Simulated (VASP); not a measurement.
# CuO (P6_3mc) in VASP: settings compared, part 2 of 2

VASP 6.6.1. The steps go on from the part before.

## (3) Single point, PBE

This run uses another cell than the first one, of 12.60 Å³/atom.

Input file INCAR:

```
PREC     = Accurate       # precision mode
ENCUT    = 520            # plane-wave cutoff, eV
EDIFF    = 1E-7           # SCF threshold, eV
ISMEAR   = -1             # smearing method
SIGMA    = 0.05           # smearing width, eV
LREAL    = False          # projectors in reciprocal space
LASPH    = True           # aspherical terms in the spheres
NELM     = 60             # most SCF steps
ALGO     = Normal         # electronic algorithm
ISIF     = 2              # what is computed and relaxed
LWAVE    = False          # write WAVECAR
LCHARG   = True           # write CHGCAR
GGA      = PE             # functional
LELF     = True           # ELF
LVHAR    = True         
NBANDS   = 25             # bands
```

Input file KPOINTS:

```
regular mesh
0
Gamma
  9 9 5
```

Input file POSCAR:

```
CuO
1.0
    3.2880244300      0.0000000000      0.0000000000
   -1.6440122100      2.8475126800      0.0000000000
    0.0000000000      0.0000000000      5.3850248600
Cu O
2 2
Direct
    0.6666666667      0.3333333333      0.0000000000
    0.3333333333      0.6666666667      0.5000000000
    0.6666666667      0.3333333333      0.6252000000
    0.3333333333      0.6666666667      0.1252000000
```

Potentials or basis: VASP PAW PBE potentials, release 64 (Cu, O).

The run is started by

```sh
> cat potpaw_PBE.64/Cu/POTCAR potpaw_PBE.64/O/POTCAR > POTCAR
> mpirun -np 1 vasp_std > vasp.out
```

OUTCAR:

```text
PREC = Accurate
   ENCUT = 520
   EDIFF = 1E-7
   ISMEAR = -1
   LREAL = False
   LASPH = True
   NELM = 60
   ISIF = 2
   GGA = PE

 ion  position               nearest neighbor table
   1  0.667  0.333  0.000-   4 2.01   4 2.01   4 2.01   3 2.02
   2  0.333  0.667  0.500-   3 2.01   3 2.01   3 2.01   4 2.02
   3  0.667  0.333  0.625-   2 2.01   2 2.01   2 2.01   1 2.02
   4  0.333  0.667  0.125-   1 2.01   1 2.01   1 2.01   2 2.02

  LATTYP: Found a hexagonal cell.
 ALAT       =     3.2880244300
 C/A-ratio  =     1.6377691148

  Lattice vectors:

 A1 = (   3.2880244300,   0.0000000000,   0.0000000000)
 A2 = (  -1.6440122100,   2.8475126800,   0.0000000000)
 A3 = (   0.0000000000,   0.0000000000,   5.3850248600)

Analysis of symmetry for initial positions (statically):
=====================================================================
 Subroutine PRICEL returns:
 Original cell was already a primitive cell.

 Routine SETGRP: Setting up the symmetry group for a
 hexagonal supercell.

 Subroutine GETGRP returns: Found 12 space group operations
 (whereof  6 operations were pure point group operations)
 out of a pool of 24 trial point group operations.

The static configuration has the point symmetry C_3v.
 The point group associated with its full space group is C_6v.

Analysis of symmetry for dynamics (positions and initial velocities):
=====================================================================
 Subroutine PRICEL returns:
 Original cell was already a primitive cell.

 Routine SETGRP: Setting up the symmetry group for a
 hexagonal supercell.

 Subroutine GETGRP returns: Found 12 space group operations
 (whereof  6 operations were pure point group operations)
 out of a pool of 24 trial point group operations.
[... 113 lines left out ...]
   ISYM   =      2    0-nonsym 1-usesym 2-fastsym
   POTIM  = 0.5000    time-step for ionic-motion
   TEBEG  =    0.0;   TEEND  =   0.0 temperature during run
   PSTRESS=    0.0 pullay stress
   NELECT =      34.0000    total number of electrons
   NUPDOWN=      -1.0000    fix difference up-down
   EMIN   =  10.00;   EMAX   =-10.00  energy-range for DOS
   EFERMI =   0.00;   METHOD = LEGACY
   ISMEAR =    -1;   SIGMA  =   0.05  broadening in eV -4-tet -1-fermi 0-gaus
   EFERMI_NEDOS =   21; number of points for ismear=-14 and -15
   IALGO  =     38    algorithm
   IMIX   =      4    mixing-type and parameters
     AMIX     =   0.40;   BMIX     =  1.00
     AMIX_MAG =   1.60;   BMIX_MAG =  1.00
  volume/ion in A,a.u.               =      12.60        85.06
  Fermi-wavevector in a.u.,A,eV,Ry     =   1.435616  2.712921 28.041522  2.060994
  Thomas-Fermi vector in A             =   2.554895
   LORBIT       =      0    0 simple, 1 ext, 2 COOP (PROOUT), +10 PAW based schemes
   GGA     = PE    functional components
   LHFCALC =     F    Hartree Fock is set to
   AEXX    =    0.0000 exact exchange contribution
   IVDW    =     0    specifies the selected vdW correction
   LEPSILON=     F    determine dielectric tensor
   LRPA    =     F    only Hartree local field effects (RPA)
 non-spin polarized calculation
  energy-cutoff  :      520.00
  volume of cell :       50.42
 maximum number of plane-waves:      1371
   NGX = 13   NGY = 13   NGZ = 21

 number of electron      34.0000003 magnetization

 Free energy of the ion-electron system (eV)
  ---------------------------------------------------
  ext. energy  EPLUGINS =         0.00000000
  ---------------------------------------------------
  free energy    TOTEN  =       -18.98874233 eV

  energy without entropy =      -18.93808773  energy(sigma->0) =      -18.96341503

 E-fermi :   3.0730     XC(G=0): -10.5670

 val. band max:        3.0582865122   @ k =   0.1111   0.0000   0.2000
 cond. band min:       3.0740903032   @ k =   0.3333   0.1111   0.2000
 fundamental gap:      0.0158037910
 Fermi energy:         3.0730378661

 k-point     1 :       0.0000    0.0000    0.0000
  band No.  band energies     occupation
      1     -15.1951      2.00000
      2     -14.6506      2.00000
      3      -2.2898      2.00000
      4      -1.2389      2.00000
      5      -1.2389      2.00000
      6      -1.2247      2.00000
[... 661 lines left out ...]
     24      13.1864      0.00000
     25      16.4004      0.00000

 [... further k-points ...]
[... 5 lines left out ...]
  --------------------------------------------------------------------------------------
  -------------------------------------------------------------------------------------
  Total       -2.8762261     -2.8762261     -2.4560040     -0.0000000     -0.0000000      0.0000000
  in kB      -91.3997890    -91.3997887    -78.0461069     -0.0000002     -0.0000000      0.0000000
  external PRESSURE =     -86.9485615 kB  Pullay stress =       0.0000000 kB

 VOLUME and BASIS-vectors are now :
 -----------------------------------------------------------------------------
  energy-cutoff  :      520.00
  volume of cell :       50.42
      direct lattice vectors                 reciprocal lattice vectors
     3.288024430  0.000000000  0.000000000     0.304133993  0.175591843  0.000000000
    -1.644012210  2.847512680  0.000000000     0.000000000  0.351183686  0.000000000
     0.000000000  0.000000000  5.385024860     0.000000000  0.000000000  0.185700164

 POSITION                                       TOTAL-FORCE (eV/Angst)
 -----------------------------------------------------------------------------------
      1.64401      0.94917      0.00000        -0.000000     -0.000000     -0.072631
      0.00000      1.89834      2.69251        -0.000000     -0.000000     -0.072631
      1.64401      0.94917      3.36672         0.000000      0.000000      0.072631
      0.00000      1.89834      0.67421         0.000000     -0.000000      0.072631
 -----------------------------------------------------------------------------------
    total drift:                               -0.000000     -0.000000     -0.000385

  FREE ENERGIE OF THE ION-ELECTRON SYSTEM (eV)
  ---------------------------------------------------
  free  energy   TOTEN  =       -18.9887423292 eV

  energy  without entropy=      -18.9380877290  energy(sigma->0) =      -18.96341503
```

OSZICAR:

```text
N       E                     dE             d eps       ncg     rms          rms(c)
DAV:   1     0.305356685595E+03    0.30536E+03   -0.16116E+04  1856   0.200E+03
DAV:   2     0.148113617673E+02   -0.29055E+03   -0.27066E+03  1868   0.383E+02
DAV:   3    -0.237399595475E+02   -0.38551E+02   -0.36452E+02  2288   0.156E+02
DAV:   4    -0.250992449548E+02   -0.13593E+01   -0.13487E+01  2155   0.317E+01
DAV:   5    -0.251334347043E+02   -0.34190E-01   -0.34171E-01  2318   0.442E+00    0.168E+01
DAV:   6    -0.229752808864E+02    0.21582E+01   -0.39945E+01  2594   0.147E+02    0.147E+01
DAV:   7    -0.188731441087E+02    0.41021E+01   -0.10500E+01  2157   0.116E+02    0.246E+00
DAV:   8    -0.190356585091E+02   -0.16251E+00   -0.19966E+00  1888   0.908E+00    0.158E+00
DAV:   9    -0.190091111724E+02    0.26547E-01   -0.10610E-01  3181   0.787E+00    0.106E+00
DAV:  10    -0.189903200790E+02    0.18791E-01   -0.27278E-02  2841   0.393E+00    0.577E-01
DAV:  11    -0.189885237245E+02    0.17964E-02   -0.16386E-02  2591   0.106E+00    0.816E-02
DAV:  12    -0.189885728313E+02   -0.49107E-04   -0.53506E-04  2216   0.230E-01    0.789E-02
DAV:  13    -0.189887882374E+02   -0.21541E-03   -0.23423E-04  2536   0.176E-01    0.577E-02
DAV:  14    -0.189887462663E+02    0.41971E-04   -0.25363E-05  2915   0.201E-01    0.264E-02
DAV:  15    -0.189887426597E+02    0.36067E-05   -0.25816E-05  2053   0.403E-02    0.726E-03
DAV:  16    -0.189887423443E+02    0.31537E-06   -0.29653E-06  2751   0.235E-02    0.119E-03
DAV:  17    -0.189887423292E+02    0.15067E-07   -0.21987E-07  1704   0.397E-03
   1 F= -.18988742E+02 E0= -.18963415E+02  d E =-.506546E-01
```

stdout:

```text
POSCAR found type information on POSCAR CuO
 POSCAR found :  2 types and       4 ions
 scaLAPACK will be used
 LDA part: xc-table for (Slater+PW92), standard interpolation
 POSCAR, INCAR and KPOINTS ok, starting setup
 FFT: planning ... GRIDC
 FFT: planning ... GRID_SOFT
 FFT: planning ... GRID
 WAVECAR not read
 entering main loop
```

Wall time 35 s (1 thread of AMD EPYC 7R13 (Zen 3), shared host); peak memory 0.15 GiB.

Results:

```yaml
Free_energy: -18.9887 eV
Pressure: -8.7 GPa
Largest_force: 0.073 eV/Å
Band_gap_on_the_k_mesh: zero (bands 17 and 18 overlap by 1.33 eV)
```

Forces on the atoms (eV/Å):
```
Cu   0.000  0.000 -0.073
Cu   0.000  0.000 -0.073
O    0.000  0.000  0.073
O    0.000  0.000  0.073
```

Levels at points of the mesh, in eV from the Fermi level:
| k point | band 13 | band 14 | band 15 | band 16 | band 17 | band 18 | band 19 | band 20 | band 21 | band 22 |
| --- | --- | --- | --- | --- | --- | --- | --- | --- | --- | --- |
| (0.00, 0.00, 0.00) | -1.59 | 0.03 | 0.03 | 0.63 | 0.74 | 0.74 | 0.97 | 5.68 | 7.74 | 13.50 |

Caveat: the cell stands under tension; semilocal functionals often make such compounds metallic where correlation or magnetic order opens a gap, which also shifts bond lengths. With open d or f shells a metallic result of PBE can be an artefact of self-interaction; +U or a hybrid may open a gap.

## (4) Single point, PBE

This run uses another cell than the first one, of 12.86 Å³/atom.

Input file INCAR:

```
SYSTEM = CuO
PREC = Accurate ; ENCUT = 520
EDIFF = 1E-7 ; ISMEAR = -1
SIGMA = 0.05 ; LREAL = .FALSE.
LASPH = .TRUE. ; NELM = 100
ALGO = Normal ; ISIF = 2
LWAVE = .FALSE. ; LCHARG = .FALSE.
GGA = PE ; NBANDS = 25
```

Input file KPOINTS:

```
Automatic mesh
0
G
  9 9 5
  0 0 0
```

Input file POSCAR:

```
CuO
1.0
    3.3098000608      0.0000000000      0.0000000000
   -1.6549000254      2.8663709294      0.0000000000
    0.0000000000      0.0000000000      5.4206883156
Cu O
2 2
Direct
    0.6666666667      0.3333333333      0.0000000000
    0.3333333333      0.6666666667      0.5000000000
    0.6666666667      0.3333333333      0.6252000000
    0.3333333333      0.6666666667      0.1252000000
```

The run is started by

```sh
> cat potpaw_PBE.64/Cu/POTCAR potpaw_PBE.64/O/POTCAR > POTCAR
> mpirun -np 1 vasp_std > vasp.out
```

It took 46 s on 1 thread of AMD EPYC 7R13 (Zen 3), shared host; peak memory 0.16 GiB.

It converged, with:

```
Free energy            : -18.9296 eV
Pressure               : -10.4 GPa
Largest force          : 0.065 eV/Å
Band gap on the k mesh : zero (bands 17 and 18 overlap by 1.29 eV)
```

Forces in eV/Å, atoms in the order of the input:
```
Cu   0.000  0.000 -0.065
Cu   0.000  0.000 -0.065
O    0.000  0.000  0.065
O    0.000  0.000  0.065
```

Stress tensor (GPa, compression positive):
```
-10.84   0.00   0.00
  0.00 -10.84   0.00
  0.00   0.00  -9.66
```

Levels at points of the mesh, in eV from the Fermi level:
```tsv
k point	band 13	band 14	band 15	band 16	band 17	band 18	band 19	band 20	band 21	band 22
(0.00, 0.00, 0.00)	-1.56	0.03	0.03	0.62	0.72	0.72	0.95	5.60	7.67	13.39
```

Caveat: the cell stands under tension; semilocal functionals often make such compounds metallic where correlation or magnetic order opens a gap, which also shifts bond lengths. With open d or f shells a metallic result of PBE can be an artefact of self-interaction; +U or a hybrid may open a gap.

## (5) Single point, PBE

This run uses another cell than the first one, of 13.11 Å³/atom.

Input file INCAR:

```
SYSTEM = CuO
ALGO = Normal
EDIFF = 1E-6
ENCUT = 520
GGA = PE
ISIF = 2
ISMEAR = -1
LASPH = .True.
LCHARG = .False.
LREAL = .False.
LWAVE = .False.
NBANDS = 25
NELM = 100
PREC = Accurate
SIGMA = 0.05
```

Input file KPOINTS:

```
k-points
0
Gamma
  9 9 5
  0 0 0
```

Input file POSCAR:

```
CuO
1.0
    3.3312928712      0.0000000000      0.0000000000
   -1.6656464306      2.8849842492      0.0000000000
    0.0000000000      0.0000000000      5.4558885767
Cu O
2 2
Direct
    0.6666666667      0.3333333333      0.0000000000
    0.3333333333      0.6666666667      0.5000000000
    0.6666666667      0.3333333333      0.6252000000
    0.3333333333      0.6666666667      0.1252000000
```

Potentials or basis: VASP PAW PBE potentials, release 64 (Cu, O).

The run is started by

```sh
> cat potpaw_PBE.64/Cu/POTCAR potpaw_PBE.64/O/POTCAR > POTCAR
> mpirun -np 1 vasp_std > vasp.out
```

OUTCAR:

```text
SYSTEM = CuO
   EDIFF = 1E-6
   ENCUT = 520
   GGA = PE
   ISIF = 2
   ISMEAR = -1
   LASPH = .True.
   LREAL = .False.
   NELM = 100
   PREC = Accurate

 ion  position               nearest neighbor table
   1  0.667  0.333  0.000-   4 2.04   4 2.04   4 2.04   3 2.04
   2  0.333  0.667  0.500-   3 2.04   3 2.04   3 2.04   4 2.04
   3  0.667  0.333  0.625-   2 2.04   2 2.04   2 2.04   1 2.04
   4  0.333  0.667  0.125-   1 2.04   1 2.04   1 2.04   2 2.04

  LATTYP: Found a hexagonal cell.
 ALAT       =     3.3312928712
 C/A-ratio  =     1.6377691148

  Lattice vectors:
[... 863 lines left out ...]

 [... further k-points ...]
[... 5 lines left out ...]
  --------------------------------------------------------------------------------------
  -------------------------------------------------------------------------------------
  Total       -4.0464330     -4.0464330     -3.6985961     -0.0000000      0.0000000      0.0000000
  in kB     -123.6406224   -123.6406220   -113.0123045     -0.0000002      0.0000000      0.0000000
  external PRESSURE =    -120.0978497 kB  Pullay stress =       0.0000000 kB

 VOLUME and BASIS-vectors are now :
 -----------------------------------------------------------------------------
  energy-cutoff  :      520.00
  volume of cell :       52.44
      direct lattice vectors                 reciprocal lattice vectors
     3.331292871  0.000000000  0.000000000     0.300183754  0.173311171  0.000000000
    -1.665646431  2.884984249  0.000000000     0.000000000  0.346622343  0.000000000
     0.000000000  0.000000000  5.455888577     0.000000000  0.000000000  0.183288201

 POSITION                                       TOTAL-FORCE (eV/Angst)
 -----------------------------------------------------------------------------------
      1.66565      0.96166      0.00000        -0.000000      0.000000     -0.057966
      0.00000      1.92332      2.72794         0.000000     -0.000000     -0.057966
      1.66565      0.96166      3.41102        -0.000000     -0.000000      0.057966
      0.00000      1.92332      0.68308         0.000000     -0.000000      0.057966
 -----------------------------------------------------------------------------------
    total drift:                                0.000000      0.000000     -0.000255

  FREE ENERGIE OF THE ION-ELECTRON SYSTEM (eV)
  ---------------------------------------------------
  free  energy   TOTEN  =       -18.8601349900 eV

  energy  without entropy=      -18.8072926156  energy(sigma->0) =      -18.83371380
```

stdout:

```text
POSCAR found type information on POSCAR CuO
 POSCAR found :  2 types and       4 ions
 scaLAPACK will be used
 LDA part: xc-table for (Slater+PW92), standard interpolation
 POSCAR, INCAR and KPOINTS ok, starting setup
 FFT: planning ... GRIDC
 FFT: planning ... GRID_SOFT
 FFT: planning ... GRID
 WAVECAR not read
 entering main loop
```

It took 47 s on 1 thread of AMD EPYC 7R13 (Zen 3), shared host; peak memory 0.16 GiB.

Results:

```yaml
Free_energy: -18.8601 eV
Pressure: -12.0 GPa
Largest_force: 0.058 eV/Å
Band_gap_on_the_k_mesh: zero (bands 17 and 18 overlap by 1.25 eV)
```

Forces in eV/Å, atoms in the order of the input:
```
Cu   0.000  0.000 -0.058
Cu   0.000  0.000 -0.058
O    0.000  0.000  0.058
O    0.000  0.000  0.058
```

Stress tensor (GPa, compression positive):
```
-12.36   0.00   0.00
  0.00 -12.36   0.00
  0.00   0.00 -11.30
```

Caveat: the cell stands under tension; semilocal functionals often make such compounds metallic where correlation or magnetic order opens a gap, which also shifts bond lengths.

## (6) Single point, PBE

This run uses another cell than the first one, of 13.36 Å³/atom.

Input file INCAR:

```
SYSTEM = CuO
PREC = Accurate
ENCUT = 520
EDIFF = 1E-6
ISMEAR = -1
SIGMA = 0.05
LREAL = .False.
LASPH = .True.
NELM = 60
ALGO = Normal
ISIF = 2
LWAVE = .False.
LCHARG = .False.
GGA = PE
NBANDS = 25
```

Input file KPOINTS:

```
regular mesh
0
Gamma
  9 9 5
  0 0 0
```

Input file POSCAR:

```
CuO
1.0
    3.3525118693      0.0000000000      0.0000000000
   -1.6762559295      2.9033604405      0.0000000000
    0.0000000000      0.0000000000      5.4906403963
Cu O
2 2
Direct
    0.6666666667      0.3333333333      0.0000000000
    0.3333333333      0.6666666667      0.5000000000
    0.6666666667      0.3333333333      0.6252000000
    0.3333333333      0.6666666667      0.1252000000
```

Potentials or basis: VASP PAW PBE potentials, release 64 (Cu, O).

The run is started by

```sh
> cat potpaw_PBE.64/Cu/POTCAR potpaw_PBE.64/O/POTCAR > POTCAR
> mpirun -np 1 vasp_std > vasp.out
```

Wall time 45 s (1 thread of AMD EPYC 7R13 (Zen 3), shared host); peak memory 0.16 GiB.

It converged, with:

| Quantity | Value |
| --- | --- |
| Free energy | -18.7815 eV |
| Pressure | -13.4 GPa |
| Largest force | 0.051 eV/Å |
| Band gap on the k mesh | zero (bands 17 and 18 overlap by 1.22 eV) |

Forces on the atoms (eV/Å):
```
Cu   0.000  0.000 -0.051
Cu   0.000  0.000 -0.051
O    0.000  0.000  0.051
O    0.000  0.000  0.051
```

Stress tensor (GPa, compression positive):
```
-13.68   0.00   0.00
  0.00 -13.68   0.00
  0.00   0.00 -12.74
```

Levels at points of the mesh, in eV from the Fermi level:
| k point | band 15 | band 16 | band 17 | band 18 | band 19 | band 20 |
| --- | --- | --- | --- | --- | --- | --- |
| (0.00, 0.00, 0.00) | 0.03 | 0.59 | 0.68 | 0.68 | 0.91 | 5.46 |

Caveat: the cell stands under tension; semilocal functionals often make such compounds metallic where correlation or magnetic order opens a gap, which also shifts bond lengths.

## (7) The runs side by side

| level | cell | gap on the mesh (eV) | pressure (GPa) | largest force (eV/Å) |
| --- | --- | --- | --- | --- |
| BLYP | a = 3.201, b = 3.201, c = 5.421 Å, angles 90.0, 90.0, 120.0°, 4 atoms, atomic positions A | none | 0.6 | 0.01 |
| PBE | a = 3.288, b = 3.288, c = 5.385 Å, angles 90.0, 90.0, 120.0°, 4 atoms, atomic positions B | none | -8.7 | 0.07 |
| PBE | a = 3.310, b = 3.310, c = 5.421 Å, angles 90.0, 90.0, 120.0°, 4 atoms, atomic positions B | none | -10.4 | 0.07 |
| PBE | a = 3.331, b = 3.331, c = 5.456 Å, angles 90.0, 90.0, 120.0°, 4 atoms, atomic positions B | none | -12.0 | 0.06 |
| PBE | a = 3.353, b = 3.353, c = 5.491 Å, angles 90.0, 90.0, 120.0°, 4 atoms, atomic positions B | none | -13.4 | 0.05 |

Alike in all rows: task single point; potentials or basis VASP PAW PBE potentials, release 64 (Cu, O); no spin polarisation; k mesh 9 × 9 × 5; cutoff (eV) 520; smearing fermi-dirac 0.05 eV.

Caveats: semilocal functionals often make such compounds metallic where correlation or magnetic order opens a gap, which also shifts bond lengths; the cell stands under tension (at least some runs); the PAW data sets were made with another functional, which shifts forces and pressure a little (at least some runs).

Absolute energies hang on the potentials; compare differences alone.
